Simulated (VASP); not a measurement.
A run of VASP 6.6.1:

The input INCAR:

```
PREC     = Accurate       # precision mode
ENCUT    = 540            # plane-wave cutoff, eV
EDIFF    = 1E-6           # SCF threshold, eV
ISMEAR   = -1             # smearing method
SIGMA    = 0.1            # smearing width, eV
LREAL    = False          # projectors in reciprocal space
LASPH    = True           # aspherical terms in the spheres
NELM     = 120            # most SCF steps
ALGO     = Normal         # electronic algorithm
ISIF     = 2              # what is computed and relaxed
LWAVE    = False          # write WAVECAR
LCHARG   = False          # write CHGCAR
GGA      = PE             # functional
NBANDS   = 27             # bands
GGA_COMPAT= False
```

The input KPOINTS:

```
Automatic mesh
0
Gamma
  7 7 3
```

POSCAR

```
Cd
1.0
    1.4743740000      2.5536910000      0.0000000000
   -1.4743740000      2.5536910000      0.0000000000
    0.0000000000      0.0000000000      5.5609770000
Cd
2
Direct
    0.3333300000      0.3333400000      0.2500000000
    0.6666600000      0.6666700000      0.7500000000
```

Potentials or basis: VASP PAW PBE potentials, release 64 (Cd_sv_GW).

Command:

```bash
$ cat potpaw_PBE.64/Cd_sv_GW/POTCAR > POTCAR
$ mpirun -np 1 vasp_std > vasp.out
```

Hardware: 1 thread of Intel(R) Xeon(R) 6975P-C (Granite Rapids), on a shared host.

Problem. Estimate the wall time of this run.

Solution. It took 18 s on 1 thread of Intel(R) Xeon(R) 6975P-C (Granite Rapids), on a shared host, peak memory 0.18 GiB. Counts: scf iterations 12, k points 32.
